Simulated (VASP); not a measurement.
# Re in VASP: notebook

The runs below take Re through single point, with PBE.

All numbers are computed with VASP 6.6.1; they aren't measurements. Logs are shortened: lines on timing, memory, paths and dates and some standing lists are left out, and cuts for length are marked.

### 1 The cell of the first run

The typed cell holds 2 atoms: a = 2.777 Å, b = 2.778 Å, c = 4.499 Å, α = 95.16°, β = 94.19°, γ = 119.83°.

### 2 Single point, PBE (engineering shear strain xz -0.0733, engineering shear strain yz -0.1467)

INCAR reads:

```
SYSTEM = Re
ALGO     = Fast           ! electronic algorithm
EDIFF    = 1E-7           ! SCF threshold, eV
ENCUT    = 520            ! plane-wave cutoff, eV
GGA      = PE             ! functional
ISIF     = 2              ! what is computed and relaxed
ISMEAR   = 0              ! smearing method
LASPH    = .True.         ! aspherical terms in the spheres
LCHARG   = .False.        ! write CHGCAR
LREAL    = .False.        ! projectors in reciprocal space
LWAVE    = .False.        ! write WAVECAR
NBANDS   = 14             ! bands
NELM     = 100            ! most SCF steps
PREC     = Accurate       ! precision mode
SIGMA    = 0.15           ! smearing width, eV
```

KPOINTS reads:

```
k-points
0
Gamma
  18 18 10
  0 0 0
```

POSCAR reads:

```
Re
1.0
    2.7748241524      0.0000000000     -0.1016973052
   -1.3874120762      2.4030682070     -0.1254164004
   -0.1643468026     -0.3289178165      4.4842238099
Re
2
Direct
    0.3333333333      0.6666666667      0.2500000000
    0.6666666667      0.3333333333      0.7500000000
```

Potentials or basis: VASP PAW PBE potentials, release 64 (Re).

Command:

```bash
> cat potpaw_PBE.64/Re/POTCAR > POTCAR
> mpirun -np 1 vasp_std > vasp.out
```

OUTCAR:

```text
SYSTEM = Re
   EDIFF = 1E-7
   ENCUT = 520
   GGA = PE
   ISIF = 2
   ISMEAR = 0
   LASPH = .True.
   LREAL = .False.
   NELM = 100
   PREC = Accurate

 ion  position               nearest neighbor table
   1  0.333  0.667  0.250-   2 2.57   2 2.58   2 2.75   2 2.77   2 2.94   2 2.95
   2  0.667  0.333  0.750-   1 2.57   1 2.58   1 2.75   1 2.77   1 2.94   1 2.95

  LATTYP: Found a triclinic cell.
 ALAT       =     2.7776569893
 B/A-ratio  =     3.8064842755
 C/A-ratio  =     2.5403430206
 COS(alpha) =     0.0018230413
 COS(beta)  =     0.6489115749
 COS(gamma) =     0.7484254051

  Lattice vectors:

 A1 = (   1.3874120762,  -2.4030682070,   0.1254164004)
 A2 = (   8.4888192598,  -4.4772185975,  -4.4367856195)
 A3 = (  -0.1643468026,  -5.1350542305,   4.8367539159)

Analysis of symmetry for initial positions (statically):
=====================================================================
 Subroutine PRICEL returns:
 Original cell was already a primitive cell.

 Routine SETGRP: Setting up the symmetry group for a
 triclinic supercell.

 Subroutine GETGRP returns: Found  2 space group operations
 (whereof  2 operations were pure point group operations)
 out of a pool of  2 trial point group operations.

The static configuration has the point symmetry S_2 .

Analysis of symmetry for dynamics (positions and initial velocities):
=====================================================================
 Subroutine PRICEL returns:
 Original cell was already a primitive cell.

 Routine SETGRP: Setting up the symmetry group for a
 triclinic supercell.

 Subroutine GETGRP returns: Found  2 space group operations
 (whereof  2 operations were pure point group operations)
 out of a pool of  2 trial point group operations.

The dynamic configuration has the point symmetry S_2 .

 Subroutine INISYM returns: Found  2 space group operations
 (whereof  2 operations are pure point group operations),
 and found     1 'primitive' translations

----------------------------------------------------------------------------------------

                                     Primitive cell

  volume of cell :      29.7002

  direct lattice vectors                    reciprocal lattice vectors
     2.774824152  0.000000000 -0.101697305     0.361433678  0.210169730  0.028662494
    -1.387412076  2.403068207 -0.125416400     0.001126258  0.418388724  0.030730090
    -0.164346803 -0.328917817  4.484223810     0.008228421  0.016468068  0.224513539

  length of vectors
     2.776687130  2.777656989  4.499273272     0.419078939  0.419517260  0.225267026

  position of ions in fractional coordinates (direct lattice)
     0.333333333  0.666666667  0.250000000
     0.666666667  0.333333333  0.750000000

  ion indices of the primitive-cell ions
   primitive index   ion index
                 1           1
                 2           2

----------------------------------------------------------------------------------------

 KPOINTS: k-points

Automatic generation of k-mesh.
 Grid dimensions read from file:
 generate k-points for:   18   18   10

 Generating k-lattice:

  Cartesian coordinates                     Fractional coordinates (reciprocal lattice)
     0.020079649  0.011676096  0.001592361     0.055555556  0.000000000  0.000000000
     0.000062570  0.023243818  0.001707227    -0.000000000  0.055555556  0.000000000
     0.000822842  0.001646807  0.022451354     0.000000000 -0.000000000  0.100000000

  Length of vectors
     0.023282163  0.023306514  0.022526703

  Shift w.r.t. Gamma in fractional coordinates (k-lattice)
     0.000000000  0.000000000  0.000000000

 Subroutine IBZKPT returns following result:
 ===========================================

 Found   1624 irreducible k-points:

 Following reciprocal coordinates:
            Coordinates               Weight
  0.000000  0.000000  0.000000      1.000000
  0.055556 -0.000000  0.000000      2.000000
  0.111111 -0.000000  0.000000      2.000000
  0.166667  0.000000  0.000000      2.000000
  0.222222 -0.000000  0.000000      2.000000
  0.277778 -0.000000 -0.000000      2.000000
[... 16 lines left out ...]
 -0.333333  0.055556  0.000000      2.000000
 -0.277778  0.055556  0.000000      2.000000
 [... further k-points ...]
   k-points           NKPTS =   1624   k-points in BZ     NKDIM =   1624   number of bands    NBANDS=     14
   number of dos      NEDOS =    301   number of ions     NIONS =      2
   total plane-waves  NPLWV =  20736
   dimension x,y,z NGX =    24 NGY =   24 NGZ =   36
   dimension x,y,z NGXF=    48 NGYF=   48 NGZF=   72
   ions per type =               2
   NGX,Y,Z   is equivalent  to a cutoff of  14.37, 14.36, 13.30 a.u.
   NGXF,Y,Z  is equivalent  to a cutoff of  28.74, 28.73, 26.60 a.u.
 SYSTEM =  Re
   PREC   = accura    normal or accurate (medium, high low for compatibility)
   ISTART =      0    job   : 0-new  1-cont  2-samecut
   ICHARG =      2    charge: 1-file 2-atom 10-const
[... 74 lines left out ...]
     10       8.6311      0.00000
     11      10.5594      0.00000
     12      10.9472      0.00000
     13      18.2230      0.00000
     14      22.1499      0.00000

 k-point     2 :       0.0556   -0.0000    0.0000
  band No.  band energies     occupation
      1      -1.8875      2.00000
      2       1.4383      2.00000
      3       5.6381      2.00000
      4       6.2371      2.00000
      5       6.3804      2.00000
      6       6.7324      2.00000
      7       7.1582      2.00000
      8       7.9713      1.46460
      9       8.0210      1.12022
     10       8.5905      0.00000
     11      10.8430      0.00000
     12      11.3510      0.00000
     13      18.2228      0.00000
     14      22.3849      0.00000

 k-point     3 :       0.1111   -0.0000    0.0000
  band No.  band energies     occupation
      1      -1.5181      2.00000
      2       1.7539      2.00000
      3       5.3662      2.00000
      4       6.2059      2.00000
      5       6.3918      2.00000
      6       6.7048      2.00000
      7       7.2225      2.00000
      8       7.4549      2.00000
      9       7.8019      1.97335
     10       8.4924      0.00002
     11      11.0685      0.00000
     12      12.4528      0.00000
     13      18.2122      0.00000
     14      23.0237      0.00000

 k-point     4 :       0.1667    0.0000    0.0000
  band No.  band energies     occupation
      1      -0.9395      2.00000
      2       2.1906      2.00000
      3       4.9459      2.00000
      4       5.7529      2.00000
      5       6.0779      2.00000
      6       6.7886      2.00000
      7       7.3027      2.00000
      8       7.5804      1.99998
      9       7.9639      1.50935
     10       8.4127      0.00040
     11      11.2910      0.00000
     12      13.6586      0.00000
     13      18.1992      0.00000
     14      23.6988      0.00000

 k-point     5 :       0.2222   -0.0000    0.0000
  band No.  band energies     occupation
      1      -0.2140      2.00000
      2       2.5644      2.00000
      3       4.4891      2.00000
      4       5.1614      2.00000
      5       5.7311      2.00000
      6       6.7990      2.00000
      7       7.4257      2.00000
      8       8.0296      1.05588
      9       8.4810      0.00003
     10       8.6565      0.00000
     11      11.4915      0.00000
[... 276 lines left out ...]
 k-point    22 :      -0.3889    0.0556    0.0000
  band No.  band energies     occupation
      1       1.5622      2.00000
      2       2.4461      2.00000
      3       3.1344      2.00000
      4       5.0452      2.00000
      5       5.4500      2.00000
      6       6.6602      2.00000
      7       7.6411      1.99981
      8       9.8354      0.00000
      9      10.4817      0.00000
     10      11.2027      0.00000
     11      11.8178      0.00000
     12      16.2113      0.00000
     13      18.9158      0.00000
     14      19.7677      0.00000

 k-point    23 :      -0.3333    0.0556    0.0000
  band No.  band energies     occupation
      1       0.9910      2.00000
      2       2.6825      2.00000
      3       3.6043      2.00000
      4       4.9269      2.00000
      5       5.4070      2.00000
      6       6.7949      2.00000
      7       7.3028      2.00000
      8       9.0377      0.00000
      9       9.5676      0.00000
     10      10.2260      0.00000
     11      11.6492      0.00000
     12      15.9569      0.00000
     13      18.8498      0.00000
     14      20.8949      0.00000

 k-point    24 :      -0.2778    0.0556    0.0000
  band No.  band energies     occupation
      1       0.2487      2.00000
      2       2.7621      2.00000
      3       4.1351      2.00000
      4       4.9423      2.00000
      5       5.5709      2.00000
      6       6.8739      2.00000
      7       7.1145      2.00000
      8       8.5194      0.00001
      9       8.7010      0.00000
     10       9.3030      0.00000
     11      11.4935      0.00000
     12      15.4554      0.00000
     13      18.2662      0.00000
     14      22.6195      0.00000

 [... further k-points ...]

------------------------ aborting loop because EDIFF is reached ----------------------------------------

  FORCE on cell =-STRESS in cart. coord.  units (eV):
  Direction    XX          YY          ZZ          XY          YZ          ZX
  --------------------------------------------------------------------------------------
  -------------------------------------------------------------------------------------
  Total        1.4696237      0.8139143      1.4446234     -0.4405412      3.6489068      1.8488722
  in kB       79.2789169     43.9066436     77.9302742    -23.7650172    196.8404368     99.7374940
  external PRESSURE =      67.0386116 kB  Pullay stress =       0.0000000 kB

 VOLUME and BASIS-vectors are now :
 -----------------------------------------------------------------------------
  energy-cutoff  :      520.00
  volume of cell :       29.70
      direct lattice vectors                 reciprocal lattice vectors
     2.774824152  0.000000000 -0.101697305     0.361433678  0.210169730  0.028662494
    -1.387412076  2.403068207 -0.125416400     0.001126258  0.418388724  0.030730090
    -0.164346803 -0.328917817  4.484223810     0.008228421  0.016468068  0.224513539

 POSITION                                       TOTAL-FORCE (eV/Angst)
 -----------------------------------------------------------------------------------
     -0.04109      1.51982      1.00355         0.258761     -0.195384     -0.024003
      1.26415      0.55433      3.25356        -0.258761      0.195384      0.024003
 -----------------------------------------------------------------------------------
    total drift:                               -0.000000      0.000000     -0.000000

  FREE ENERGIE OF THE ION-ELECTRON SYSTEM (eV)
  ---------------------------------------------------
  free  energy   TOTEN  =       -24.4834434100 eV

  energy  without entropy=      -24.4603416063  energy(sigma->0) =      -24.47189251
```

Run time: 5.1 min. Hardware: 1 thread of Intel Xeon 6975P-C (Granite Rapids), shared host; peak memory 0.66 GiB.

What came out:

- Free energy: -24.4834 eV
- Pressure: 6.7 GPa
- Largest force: 0.325 eV/Å
- Band gap on the k mesh: zero (bands 7 and 8 overlap by 2.84 eV)

Forces on the atoms (eV/Å):
```
Re   0.259 -0.195 -0.024
Re  -0.259  0.195  0.024
```

Caveat: the cell differs from its parent crystal (engineering shear strain xz -0.0733, engineering shear strain yz -0.1467); the cell stands under pressure; spin-orbit coupling is left out, which moves the levels of the heavy elements.

### 3 Single point, PBE (engineering shear strain xz -0.0733, engineering shear strain yz -0.0733)

INCAR reads:

```
SYSTEM = Re
ALGO = Fast
EDIFF = 1E-6
ENCUT = 520
GGA = PE
ISIF = 2
ISMEAR = 0
LASPH = .TRUE.
LCHARG = .TRUE.
LELF = .TRUE.
LREAL = .FALSE.
LVHAR = .TRUE.
LWAVE = .FALSE.
NBANDS = 14
NELM = 80
PREC = Accurate
SIGMA = 0.15
```

KPOINTS reads:

```
k-points
0
G
  18 18 10
  0 0 0
```

POSCAR reads:

```
Re
1.0
    2.7748241524      0.0000000000     -0.1016973052
   -1.3874120762      2.4030682070     -0.0372237972
   -0.1643468026     -0.1643468026      4.4842238099
Re
2
Direct
    0.3333333333      0.6666666667      0.2500000000
    0.6666666667      0.3333333333      0.7500000000
```

Potentials or basis: VASP PAW PBE potentials, release 64 (Re).

Command:

```bash
> cat potpaw_PBE.64/Re/POTCAR > POTCAR
> mpirun -np 1 vasp_std > vasp.out
```

Run time: 4.5 min. Hardware: 1 thread of Intel Xeon 6975P-C (Granite Rapids), shared host; peak memory 0.67 GiB.

It converged, with:

```
Free energy            : -24.7029 eV
Pressure               : 2.4 GPa
Largest force          : 0.089 eV/Å
Band gap on the k mesh : zero (bands 7 and 8 overlap by 2.92 eV)
```

Forces on the atoms (eV/Å):
```
Re   0.086  0.007  0.021
Re  -0.086 -0.007 -0.021
```

Stress tensor (GPa, compression positive):
```
 2.03 -0.80 11.18
-0.80  2.04 11.28
11.18 11.28  3.18
```

Levels at points of the mesh, in eV from the Fermi level:
| k point | band 5 | band 6 | band 7 | band 8 | band 9 | band 10 |
| --- | --- | --- | --- | --- | --- | --- |
| (0.00, 0.00, 0.00) | -1.62 | -0.92 | -0.84 | 0.15 | 0.39 | 0.55 |
| (0.50, 0.00, 0.00) | -1.77 | -1.77 | -0.15 | 3.80 | 4.07 | 4.40 |
| (0.00, 0.50, 0.00) | -1.81 | -1.56 | -0.14 | 3.80 | 3.96 | 4.29 |
| (0.50, 0.50, 0.00) | -1.85 | -1.46 | -0.12 | 3.80 | 3.81 | 4.26 |
| (0.00, 0.00, 0.50) | -1.83 | -1.72 | -1.51 | -1.38 | 1.59 | 1.66 |
| (0.50, 0.00, 0.50) | 0.11 | 0.24 | 0.47 | 1.26 | 3.81 | 4.28 |
| (0.00, 0.50, 0.50) | 0.16 | 0.34 | 0.48 | 1.17 | 3.86 | 4.17 |
| (0.50, 0.50, 0.50) | 0.23 | 0.31 | 0.70 | 0.97 | 3.94 | 4.04 |

Caveat: the cell differs from its parent crystal (engineering shear strain xz -0.0733, engineering shear strain yz -0.0733); spin-orbit coupling is left out, which moves the levels of the heavy elements.

### 4 Single point, PBE (engineering shear strain xz -0.0733, engineering shear strain yz +0.0000)

INCAR reads:

```
ALGO     = Fast           # electronic algorithm
EDIFF    = 1E-7           # SCF threshold, eV
ENCUT    = 520            # plane-wave cutoff, eV
GGA      = PE             # functional
ISIF     = 2              # what is computed and relaxed
ISMEAR   = 0              # smearing method
LASPH    = True           # aspherical terms in the spheres
LCHARG   = False          # write CHGCAR
LREAL    = False          # projectors in reciprocal space
LWAVE    = False          # write WAVECAR
NBANDS   = 14             # bands
NELM     = 100            # most SCF steps
PREC     = Accurate       # precision mode
SIGMA    = 0.15           # smearing width, eV
```

KPOINTS reads:

```
k-points
0
Gamma
  18 18 10
```

POSCAR reads:

```
Re
1.0
    2.7748241524      0.0000000000     -0.1016973052
   -1.3874120762      2.4030682070      0.0508486526
   -0.1643468026      0.0000000000      4.4842238099
Re
2
Direct
    0.3333333333      0.6666666667      0.2500000000
    0.6666666667      0.3333333333      0.7500000000
```

Command:

```bash
> cat potpaw_PBE.64/Re/POTCAR > POTCAR
> mpirun -np 1 vasp_std > vasp.out
```

Run time: 10 min. Hardware: 1 thread of Intel Xeon 8259CL, shared host; peak memory 0.43 GiB.

The run converged. Its results:

* Free energy: -24.7812 eV
* Pressure: 1.0 GPa
* Largest force: 0.026 eV/Å
* Band gap on the k mesh: zero (bands 7 and 8 overlap by 2.99 eV)

Forces in eV/Å, atoms in the order of the input:
```
Re   0.000  0.026  0.000
Re   0.000 -0.026  0.000
```

Stress tensor (GPa, compression positive):
```
 0.46  0.00 11.51
 0.00  1.05  0.00
11.51  0.00  1.36
```

Levels at points of the mesh, in eV from the Fermi level:
| k point | band 3 | band 4 | band 5 | band 6 | band 7 | band 8 | band 9 | band 10 | band 11 | band 12 |
| --- | --- | --- | --- | --- | --- | --- | --- | --- | --- | --- |
| (0.00, 0.00, 0.00) | -1.72 | -1.58 | -1.57 | -0.82 | -0.78 | 0.18 | 0.31 | 0.56 | 3.14 | 3.22 |
| (0.50, 0.00, 0.00) | -5.19 | -2.05 | -1.75 | -1.55 | -0.32 | 3.84 | 4.14 | 4.38 | 5.89 | 6.84 |
| (0.00, 0.50, 0.00) | -5.17 | -2.20 | -1.79 | -1.40 | -0.31 | 3.84 | 4.02 | 4.33 | 5.92 | 6.89 |
| (0.00, 0.00, 0.50) | -2.51 | -2.51 | -1.73 | -1.73 | -1.52 | -1.52 | 1.91 | 1.91 | 2.94 | 2.94 |
| (0.50, 0.00, 0.50) | -4.22 | -3.88 | 0.23 | 0.44 | 0.53 | 1.17 | 3.96 | 4.26 | 4.61 | 4.71 |
| (0.00, 0.50, 0.50) | -4.06 | -4.06 | 0.34 | 0.34 | 0.87 | 0.87 | 4.08 | 4.08 | 4.71 | 4.71 |

Caveat: the cell differs from its parent crystal (engineering shear strain xz -0.0733, engineering shear strain yz +0.0000); spin-orbit coupling is left out, which moves the levels of the heavy elements.

### 5 The runs side by side

| cell | further INCAR settings | gap on the mesh (eV) | pressure (GPa) | largest force (eV/Å) |
| --- | --- | --- | --- | --- |
| a = 2.777, b = 2.778, c = 4.499 Å, angles 95.2, 94.2, 119.8°, 2 atoms | ALGO = Fast; EDIFF = 1e-07; NBANDS = 14 | none | 6.7 | 0.33 |
| a = 2.777, b = 2.775, c = 4.490 Å, angles 91.5, 94.2, 119.9°, 2 atoms | ALGO = Fast; EDIFF = 1e-06; NBANDS = 14 | none | 2.4 | 0.09 |
| a = 2.777, b = 2.775, c = 4.487 Å, angles 87.9, 94.2, 120.0°, 2 atoms | ALGO = Fast; EDIFF = 1e-07; NBANDS = 14 | none | 1.0 | 0.03 |

Alike in all rows: task single point; level PBE; potentials or basis VASP PAW PBE potentials, release 64 (Re); no spin polarisation; k mesh 18 × 18 × 10; cutoff (eV) 520; smearing gaussian 0.15 eV.

Caveats: spin-orbit coupling is left out, which moves the levels of the heavy elements; the cell stands under pressure (at least some runs).

Total energies depend on the potentials used, so only differences within one code and one set of settings carry meaning.
